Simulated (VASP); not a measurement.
Y, 1 atom in the cell. Symmetry: Fm-3m, No. 225, cubic system. Conventional cell: a = 4.982 Å, b = 4.982 Å, c = 4.982 Å, α = 90.00°, β = 90.00°, γ = 90.00°. Y (site symmetry m-3m) has 12 Y at 3.52 Å within 4.6 Å. This isn't the form of Y at room conditions, which is hcp.

* Program: VASP 6.6.1
* Task: relaxation of cell and atoms
* Functional: PBEsol
* Potentials or basis: VASP PAW PBE potentials, release 64 (Y_sv)
* Cutoff: 600 eV
* k mesh: 20 × 20 × 20
* Occupations: gaussian, width 0.1 eV
* Spin: no spin polarisation
* Dipole correction: no
* Further INCAR settings: ALGO = Normal; EDIFF = 1e-06; IBRION = 2; EDIFFG = -0.01; NSW = 100; ISIF = 3

Potentials or basis: VASP PAW PBE potentials, release 64 (Y_sv).

Run with:

```sh
$ cat potpaw_PBE.64/Y_sv/POTCAR > POTCAR
$ mpirun -np 1 vasp_std > vasp.out
```

Hardware: 1 thread of Intel(R) Xeon(R) 6975P-C (Granite Rapids), on a shared host.

Question: Estimate the wall time of this run.

Answer: Wall time 68 s on 1 thread of Intel(R) Xeon(R) 6975P-C (Granite Rapids) (shared host), peak memory 0.27 GiB. Counts: scf iterations 25, k points 256, ion steps 3.
